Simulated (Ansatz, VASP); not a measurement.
## Ta in VASP and in Ansatz

```
Ta
1.0
    -1.64026    1.64026    1.64026
     1.64026   -1.64026    1.64026
     1.64026    1.64026   -1.64026
Ta
1
Direct
  0.00000 0.00000 0.00000
```

Alike in both runs: functional PBEsol; k mesh 18 × 18 × 18; occupations gaussian, width 0.1 eV; no spin polarisation.

Ansatz relaxed the structure, and its values are those at the end. VASP's run is a single point on that final structure, the one shown.

```csv
,VASP,Ansatz
version,VASP 6.6.1,Ansatz 0.2.0
potentials or method,"VASP PAW PBE potentials, release 64 (Ta_pv), cutoff 520 eV","scalar-relativistic, plane waves, PAW"
valence electrons in the cell,11,13
```

```csv
,VASP,Ansatz,Ansatz less VASP
gap on the k mesh at the Fermi level (eV),none,none,-
pressure (GPa),0.2,0.0,-0.19
```

VASP's potentials were made for PBE, not for PBEsol. A gap of «none» marks a metal or a gap that the smearing closes. VASP's potentials hold 11 valence electrons a cell and Ansatz's 13, so a difference there can come from the potentials and not from the codes.

Neither program's run includes spin-orbit coupling.
